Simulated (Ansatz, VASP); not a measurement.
**One calculation of Si2BN, two programs**

```
Si B N
1.0
     2.38463    0.00000    0.00000
     0.00000    2.38463    0.00000
     0.00000    0.00000    8.51337
Si B N
2 1 1
Cartesian
  0.0000 0.0000 3.0158
  0.0000 0.0000 5.4976
  0.0000 0.0000 0.0000
  1.1923 1.1923 0.0000
```

Alike in both runs: functional PBE; k mesh 20 × 20 × 6; occupations gaussian, width 0.1 eV; no spin polarisation.

Ansatz relaxed the structure, and its values are those at the end. VASP's run is a single point on that final structure, the one shown.

|  | VASP | Ansatz |
| --- | --- | --- |
| version | VASP 6.6.1 | Ansatz 0.2.0 |
| potentials or method | VASP PAW PBE potentials, release 64 (Si, B, N), cutoff 520 eV | scalar-relativistic, plane waves, PAW |
| valence electrons in the cell | 16 | 16 |

```tsv
	VASP	Ansatz	Ansatz less VASP
gap on the k mesh at the Fermi level (eV)	none	none	-
pressure (GPa)	-0.1	0.0	+0.08
```

A gap of «none» marks a metal or a gap that the smearing closes. The functional is the same, so the differences come from potentials, cutoffs and numerics.
